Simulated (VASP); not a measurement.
# H21O10F in VASP: further runs

Runs on H21O10F. Level: PBE. Tasks: single point.

All numbers are computed with VASP 6.6.1; they aren't measurements. Logs are shortened: lines on timing, memory, paths and dates and some standing lists are left out, and cuts for length are marked.

**1. The cell of the first run**

The cell holds an amorphous packing of atoms, 32 atoms: a = 6.938 Å, b = 6.938 Å, c = 6.938 Å, α = 90.00°, β = 90.00°, γ = 90.00°.

**2. Single point, PBE**

INCAR reads:

```
PREC = Accurate
ENCUT = 520
EDIFF = 1E-7
ISMEAR = -1
SIGMA = 0.02
LREAL = Auto
LASPH = True
NELM = 80
ALGO = Normal
ISIF = 2
LWAVE = False
LCHARG = False
GGA = PE
NBANDS = 66
```

KPOINTS reads:

```
regular mesh
0
Gamma
  1 1 1
```

POSCAR reads:

```
H21O10F
1.0
    6.9382320000      0.0000000000      0.0000000000
    0.0000000000      6.9382320000      0.0000000000
    0.0000000000      0.0000000000      6.9382320000
O H F
10 21 1
Direct
    0.0633302547      0.3239441979      0.0356286731
    0.5200748548      0.6720299927      0.5700299442
    0.3698204384      0.4696297270      0.2003680477
    0.9417240588      0.0059669380      0.2784859313
    0.6945717583      1.0348601776      0.7088116973
    0.3188996851     -0.0697151666      0.3370455182
    0.1560051610      0.4317958811      0.6522410897
    0.2797686788      0.8474204956      0.9277147262
    0.6434059858      0.5061087608      0.9205226922
    0.4545682531      0.2580484481      0.4837687757
    0.1760534960      0.3871591495      0.0983824121
   -0.0569453428      0.4030709841      0.0666019816
    0.5436831746      0.5635873808      0.4810879775
    0.4139094801      0.7382140003      0.5080545015
    0.4572202256      0.4845326590      0.0831335706
    0.4433694347      0.4060688660      0.2986207437
    0.9621759549      0.0923289968      0.1772930049
    1.0739047066     -0.0347638995      0.3289022333
    0.6901470000      0.9107507503      0.6610906064
    0.7785556897      1.0232001467      0.8215637644
    0.3636373070      0.0586748901      0.3750379059
    0.3473363243     -0.0719059265      0.1982925910
    0.1046376080      0.4156534402      0.7822742163
    0.0586172385      0.3757441377      0.5699722927
    0.3425224178      0.7736264801      0.8201224750
    0.1743383617      0.7520215525      0.9803073751
    0.5953389855      0.5491456613      0.7978833801
    0.7257324344      0.6072872743      0.9803362009
    0.5564674113      0.2077330363      0.5667293916
    0.3429548046      0.3044147270      0.5665420240
    0.8803539576      0.8558952771      0.2048216318
    0.8803107189      0.6936637460      0.1233887826
```

Potentials or basis: VASP PAW PBE potentials, release 64 (O, H, F).

Run with:

```sh
> cat potpaw_PBE.64/O/POTCAR potpaw_PBE.64/H/POTCAR potpaw_PBE.64/F/POTCAR > POTCAR
> mpirun -np 1 vasp_gam > vasp.out
```

OUTCAR:

```text
PREC = Accurate
   ENCUT = 520
   EDIFF = 1E-7
   ISMEAR = -1
   LREAL = Auto
   LASPH = True
   NELM = 80
   ISIF = 2
   GGA = PE

 ion  position               nearest neighbor table
   1  0.063  0.324  0.036-  11 1.00  12 1.02
   2  0.520  0.672  0.570-  14 0.97  13 0.99
   3  0.370  0.470  0.200-  16 0.96  15 1.02
   4  0.942  0.006  0.278-  17 0.93  18 1.02  31 1.24
   5  0.695  0.035  0.709-  19 0.92  20 0.98
   6  0.319  0.930  0.337-  21 0.98  22 0.98
   7  0.156  0.432  0.652-  24 0.97  23 0.98
   8  0.280  0.847  0.928-  25 1.00  26 1.05
   9  0.643  0.506  0.921-  27 0.96  28 1.00
  10  0.455  0.258  0.484-  29 0.98  30 1.02
  11  0.176  0.387  0.098-   1 1.00
  12  0.943  0.403  0.067-   1 1.02
  13  0.544  0.564  0.481-   2 0.99
  14  0.414  0.738  0.508-   2 0.97
  15  0.457  0.485  0.083-   3 1.02
  16  0.443  0.406  0.299-   3 0.96
[... 12 lines left out ...]
  29  0.556  0.208  0.567-  10 0.98
  30  0.343  0.304  0.567-  10 1.02
  31  0.880  0.856  0.205-   4 1.24  32 1.26
  32  0.880  0.694  0.123-  31 1.26

  LATTYP: Found a simple cubic cell.
 ALAT       =     6.9382320000

  Lattice vectors:

 A1 = (   6.9382320000,   0.0000000000,   0.0000000000)
 A2 = (   0.0000000000,   6.9382320000,   0.0000000000)
 A3 = (   0.0000000000,   0.0000000000,   6.9382320000)

Analysis of symmetry for initial positions (statically):
=====================================================================
 Subroutine PRICEL returns:
 Original cell was already a primitive cell.

 Routine SETGRP: Setting up the symmetry group for a
 simple cubic supercell.

 Subroutine GETGRP returns: Found  1 space group operations
 (whereof  1 operations were pure point group operations)
 out of a pool of 48 trial point group operations.

The static configuration has the point symmetry C_1 .

Analysis of symmetry for dynamics (positions and initial velocities):
=====================================================================
 Subroutine PRICEL returns:
 Original cell was already a primitive cell.

 Routine SETGRP: Setting up the symmetry group for a
 simple cubic supercell.

 Subroutine GETGRP returns: Found  1 space group operations
 (whereof  1 operations were pure point group operations)
 out of a pool of 48 trial point group operations.

The dynamic configuration has the point symmetry C_1 .

 Subroutine INISYM returns: Found  1 space group operations
 (whereof  1 operations are pure point group operations),
 and found     1 'primitive' translations

----------------------------------------------------------------------------------------

                                     Primitive cell

  volume of cell :     334.0000

  direct lattice vectors                    reciprocal lattice vectors
     6.938232000  0.000000000  0.000000000     0.144128937  0.000000000  0.000000000
     0.000000000  6.938232000  0.000000000     0.000000000  0.144128937  0.000000000
     0.000000000  0.000000000  6.938232000     0.000000000  0.000000000  0.144128937

  length of vectors
     6.938232000  6.938232000  6.938232000     0.144128937  0.144128937  0.144128937

  position of ions in fractional coordinates (direct lattice)
     0.063330255  0.323944198  0.035628673
     0.520074855  0.672029993  0.570029944
     0.369820438  0.469629727  0.200368048
     0.941724059  0.005966938  0.278485931
     0.694571758  0.034860178  0.708811697
     0.318899685  0.930284833  0.337045518
[... 24 lines left out ...]
     0.880353958  0.855895277  0.204821632
     0.880310719  0.693663746  0.123388783

  ion indices of the primitive-cell ions
   primitive index   ion index
                 1           1
                 2           2
                 3           3
                 4           4
                 5           5
                 6           6
[... 24 lines left out ...]
                31          31
                32          32

----------------------------------------------------------------------------------------

 KPOINTS: regular mesh

Automatic generation of k-mesh.
 Grid dimensions read from file:
 generate k-points for:    1    1    1

 Generating k-lattice:

  Cartesian coordinates                     Fractional coordinates (reciprocal lattice)
     0.144128937  0.000000000  0.000000000     1.000000000  0.000000000  0.000000000
     0.000000000  0.144128937  0.000000000     0.000000000  1.000000000  0.000000000
     0.000000000  0.000000000  0.144128937     0.000000000  0.000000000  1.000000000

  Length of vectors
     0.144128937  0.144128937  0.144128937

  Shift w.r.t. Gamma in fractional coordinates (k-lattice)
     0.000000000  0.000000000  0.000000000

 Subroutine IBZKPT returns following result:
 ===========================================

 Found      1 irreducible k-points:

 Following reciprocal coordinates:
            Coordinates               Weight
  0.000000  0.000000  0.000000      1.000000
   k-points           NKPTS =      1   k-points in BZ     NKDIM =      1   number of bands    NBANDS=     66
   number of dos      NEDOS =    301   number of ions     NIONS =     32
   total plane-waves  NPLWV = 157464
   dimension x,y,z NGX =    54 NGY =   54 NGZ =   54
   dimension x,y,z NGXF=   108 NGYF=  108 NGZF=  108
   ions per type =              10  21   1
   NGX,Y,Z   is equivalent  to a cutoff of  12.94, 12.94, 12.94 a.u.
   NGXF,Y,Z  is equivalent  to a cutoff of  25.88, 25.88, 25.88 a.u.
 SYSTEM =  unknown system
   PREC   = accura    normal or accurate (medium, high low for compatibility)
   ISTART =      0    job   : 0-new  1-cont  2-samecut
   ICHARG =      2    charge: 1-file 2-atom 10-const
   ISPIN  =      1    spin polarized calculation?
   LNONCOLLINEAR =      F non collinear calculations
   LSORBIT =      F    spin-orbit coupling
   LASPH  =      T    aspherical Exc in radial PAW
   ENCUT  =  520.0 eV  38.22 Ry    6.18 a.u.  12.90 12.90 12.90*2*pi/ulx,y,z
   NELM   =     80;   NELMIN=  2; NELMDL= -5     # of ELM steps
   EDIFF  = 0.1E-06   stopping-criterion for ELM
   LREAL  =      T    real-space projection
   EDIFFG = 0.1E-05   stopping-criterion for IOM
   NSW    =      0    number of steps for IOM
   IBRION =     -1    ionic relax: 0-MD 1-quasi-New 2-CG
   NFREE  =      0    steps in history (QN), initial steepest desc. (CG)
   ISIF   =      2    stress and relaxation
   ISYM   =      2    0-nonsym 1-usesym 2-fastsym
   POTIM  = 0.5000    time-step for ionic-motion
   TEBEG  =    0.0;   TEEND  =   0.0 temperature during run
   PSTRESS=    0.0 pullay stress
   NELECT =      88.0000    total number of electrons
   NUPDOWN=      -1.0000    fix difference up-down
   EMIN   =  10.00;   EMAX   =-10.00  energy-range for DOS
   EFERMI =   0.00;   METHOD = LEGACY
   ISMEAR =    -1;   SIGMA  =   0.02  broadening in eV -4-tet -1-fermi 0-gaus
   EFERMI_NEDOS =   21; number of points for ismear=-14 and -15
   IALGO  =     38    algorithm
   IMIX   =      4    mixing-type and parameters
     AMIX     =   0.40;   BMIX     =  1.00
     AMIX_MAG =   1.60;   BMIX_MAG =  1.00
  volume/ion in A,a.u.               =      10.44        70.44
  Fermi-wavevector in a.u.,A,eV,Ry     =   1.049511  1.983288 14.986448  1.101473
  Thomas-Fermi vector in A             =   2.184476
   LORBIT       =      0    0 simple, 1 ext, 2 COOP (PROOUT), +10 PAW based schemes
   GGA     = PE    functional components
   LHFCALC =     F    Hartree Fock is set to
   AEXX    =    0.0000 exact exchange contribution
   IVDW    =     0    specifies the selected vdW correction
   LEPSILON=     F    determine dielectric tensor
   LRPA    =     F    only Hartree local field effects (RPA)
 non-spin polarized calculation
  energy-cutoff  :      520.00
  volume of cell :      334.00
 maximum number of plane-waves:      4523
 NGX is ok and might be reduce to    50
   NGX = 25   NGY = 25   NGZ = 25

 number of electron      87.9999993 magnetization

 Free energy of the ion-electron system (eV)
  ---------------------------------------------------
  ext. energy  EPLUGINS =         0.00000000
  ---------------------------------------------------
  free energy    TOTEN  =      -153.95524591 eV

  energy without entropy =     -153.95524591  energy(sigma->0) =     -153.95524591

 E-fermi :  -3.1517     XC(G=0):  -6.6594

 val. band max:       -3.6609894880   @ k =   0.0000   0.0000   0.0000
 cond. band min:       0.8325986515   @ k =   0.0000   0.0000   0.0000
 fundamental gap:      4.4935881395
 Fermi energy:        -3.1517032169

 k-point     1 :       0.0000    0.0000    0.0000
  band No.  band energies     occupation
      1     -24.7038      2.00000
      2     -23.8402      2.00000
      3     -22.8972      2.00000
      4     -22.6581      2.00000
      5     -22.5134      2.00000
      6     -22.2684      2.00000
[... 48 lines left out ...]
     55       6.3996      0.00000
     56       6.4976      0.00000
 [bands above 56 left out]

------------------------ aborting loop because EDIFF is reached ----------------------------------------

  FORCE on cell =-STRESS in cart. coord.  units (eV):
  Direction    XX          YY          ZZ          XY          YZ          ZX
  --------------------------------------------------------------------------------------
  -------------------------------------------------------------------------------------
  Total       -2.2303702      2.6778737      3.2107731     -0.0566752     -1.5371906      3.7124713
  in kB      -10.6989481     12.8455949     15.4018802     -0.2718674     -7.3738086     17.8084957
  external PRESSURE =       5.8495090 kB  Pullay stress =       0.0000000 kB

 VOLUME and BASIS-vectors are now :
 -----------------------------------------------------------------------------
  energy-cutoff  :      520.00
  volume of cell :      334.00
      direct lattice vectors                 reciprocal lattice vectors
     6.938232000  0.000000000  0.000000000     0.144128937  0.000000000  0.000000000
     0.000000000  6.938232000  0.000000000     0.000000000  0.144128937  0.000000000
     0.000000000  0.000000000  6.938232000     0.000000000  0.000000000  0.144128937

 POSITION                                       TOTAL-FORCE (eV/Angst)
 -----------------------------------------------------------------------------------
      0.43940      2.24760      0.24720        -2.292330      0.369039     -0.181969
      3.60840      4.66270      3.95500         0.835513     -0.572989      0.167380
      2.56590      3.25840      1.39020        -0.261357      1.216508     -2.165990
      6.53390      0.04140      1.93220        -1.027414     -3.002634      1.901059
      4.81910      0.24187      4.91790         0.614897      2.629548      1.518307
      2.21260      6.45453      2.33850        -0.747411     -0.253378     -0.416552
[... 24 lines left out ...]
      6.10810      5.93840      1.42110         0.805591     -0.507397     -0.155753
      6.10780      4.81280      0.85610        -0.034218      1.460855      0.610306
 -----------------------------------------------------------------------------------
    total drift:                                0.002641      0.002081     -0.008551

  FREE ENERGIE OF THE ION-ELECTRON SYSTEM (eV)
  ---------------------------------------------------
  free  energy   TOTEN  =      -153.9552459097 eV

  energy  without entropy=     -153.9552459097  energy(sigma->0) =     -153.95524591
```

It took 30 s on 1 thread of Intel Xeon 6975P-C (Granite Rapids), shared host; peak memory 0.36 GiB.

Results:

```
Free energy            : -153.9552 eV
Pressure               : 0.6 GPa
Largest force          : 3.699 eV/Å
Band gap on the k mesh : 4.49 eV
```

Forces in eV/Å, atoms in the order of the input:
```
O   -2.292  0.369 -0.182
O    0.836 -0.573  0.167
O   -0.261  1.217 -2.166
O   -1.027 -3.003  1.901
O    0.615  2.630  1.518
O   -0.747 -0.253 -0.417
O    0.213  0.110 -0.509
O   -1.495 -2.207  0.173
O    0.097 -0.626  0.833
O   -0.421  0.100  0.234
H    0.230  0.066  0.608
H    1.713 -0.645 -0.341
H   -0.074  0.433  0.499
H   -0.437  0.577 -0.577
H   -0.126 -0.030  0.780
H    0.337 -1.032  0.585
H    0.869  2.216 -2.116
H    0.141  0.233 -0.385
H   -0.399 -2.995 -1.425
H   -0.215  0.395 -0.268
H    0.423  0.661  0.635
H   -0.067 -0.557 -0.213
H   -0.029 -0.467  0.735
H   -0.368  0.016 -0.203
H   -0.506  0.556  1.016
H    1.832  1.656 -1.003
H   -0.210  0.536 -0.752
H   -0.145 -0.039 -0.111
H    0.186 -0.346  0.525
H    0.557  0.050  0.004
H    0.806 -0.507 -0.156
F   -0.034  1.461  0.610
```

Caveat: the k points lie up to 0.91 Å⁻¹ apart.

**3. Single point, PBE**

INCAR reads:

```
SYSTEM = H21O10F
PREC = Accurate
ENCUT = 520
EDIFF = 1E-6
ISMEAR = -1
SIGMA = 0.02
LREAL = Auto
LASPH = .True.
NELM = 60
ALGO = Normal
ISIF = 2
LWAVE = .False.
LCHARG = .False.
GGA = PE
NBANDS = 66
```

KPOINTS reads:

```
regular mesh
0
Gamma
  1 1 1
  0 0 0
```

POSCAR reads:

```
H21O10F
1.0
    6.9382320000      0.0000000000      0.0000000000
    0.0000000000      6.9382320000      0.0000000000
    0.0000000000      0.0000000000      6.9382320000
O H F
10 21 1
Direct
   -0.0014557023      0.2733261154      0.0396786962
    0.5335509104      0.6967481053      0.5749159152
    0.3390200847      0.4451278078      0.1734015236
    0.9206379954     -0.0210428247      0.2691175504
    0.7228498557      1.0522853661      0.7150524802
    0.3329954951     -0.0533709452      0.3243477589
    0.1112819519      0.3939764482      0.6870049892
    0.2543010957      0.8595849778      0.9476045194
    0.6536247275      0.5013525059      0.8769092760
    0.4668912772      0.2270319009      0.5252058449
    0.1380034568      0.3067784415      0.0603756115
   -0.0785502704      0.3816245983      0.0880627803
    0.5559917858      0.5713991691      0.5155924449
    0.4606793200      0.7762352138      0.4752507555
    0.4186945608      0.4727861507      0.0632581903
    0.4362350524      0.4097297409      0.2655431528
    0.9311449949      0.0892158118      0.1728394208
    1.0559030024     -0.0252225639      0.3106122713
    0.7546446991      0.9550559854      0.6095212729
    0.8414679705      1.1194638634      0.7491966253
    0.4109692498      0.0586748901      0.3889895870
    0.3838730097     -0.0703781597      0.1937525295
    0.0336685196      0.3630463784      0.8026252221
    0.0693116056      0.5238798587      0.6482631310
    0.3130336374      0.8014577777      0.8281936955
    0.2105003119      0.7414424885      1.0269619119
    0.5947912955      0.6040155475      0.7909651911
    0.7626582680      0.5831456775      0.9171933138
    0.5697849250      0.2034812327      0.6279265381
    0.3532023720      0.2756754170      0.5931626386
    0.9245727154      0.7920029195      0.1759237800
    0.9363624624      0.6484360857      0.1384358436
```

Potentials or basis: VASP PAW PBE potentials, release 64 (O, H, F).

Run with:

```sh
> cat potpaw_PBE.64/O/POTCAR potpaw_PBE.64/H/POTCAR potpaw_PBE.64/F/POTCAR > POTCAR
> mpirun -np 1 vasp_gam > vasp.out
```

It took 26 s on 1 thread of Intel Xeon 6975P-C (Granite Rapids), shared host; peak memory 0.37 GiB.

Results (log left out):

```
Free energy            : -153.9994 eV
Pressure               : -1.0 GPa
Largest force          : 2.284 eV/Å
Band gap on the k mesh : 4.72 eV
```

Forces in eV/Å, atoms in the order of the input:
```
O    0.166 -0.118 -0.332
O   -0.362  0.526 -0.787
O   -0.640  0.122 -0.243
O    0.099 -0.117 -0.622
O    0.626 -1.131 -0.801
O    0.941  0.416  0.787
O   -0.162  0.636 -0.282
O    0.033 -2.280 -0.117
O   -0.034  1.549 -0.435
O    0.416  0.843  0.330
H   -0.678  0.050  0.577
H    0.469  0.063  0.107
H   -0.115 -0.009 -0.021
H    0.149 -0.290  0.418
H    0.682  0.254 -0.999
H    0.147 -0.605  0.890
H   -0.134 -0.390  0.213
H    0.516 -0.052  0.360
H   -0.293  1.265  1.261
H    0.093 -0.190 -0.075
H   -0.940 -0.662 -0.289
H   -0.260  0.059 -0.136
H    0.232 -0.090 -0.032
H    0.218 -0.613  0.015
H   -0.442  0.531  1.124
H    0.491  1.598 -1.223
H   -0.106 -1.012  0.231
H   -0.031 -0.521  0.594
H   -0.413 -0.447 -0.737
H   -0.371  0.114  0.023
H   -0.218  0.246  0.395
F   -0.081  0.251 -0.193
```

Stress tensor (GPa, compression positive):
```
-0.56 -0.27  0.85
-0.27 -1.85 -0.27
 0.85 -0.27 -0.45
```

Levels at points of the mesh, in eV from the valence-band top:
```csv
k point,band 41,band 42,band 43,band 44,band 45,band 46,band 47,band 48
"(0.00, 0.00, 0.00)",-0.22,-0.18,-0.04,0.00,4.72,7.39,8.01,8.08
```

Caveat: the k points lie up to 0.91 Å⁻¹ apart.
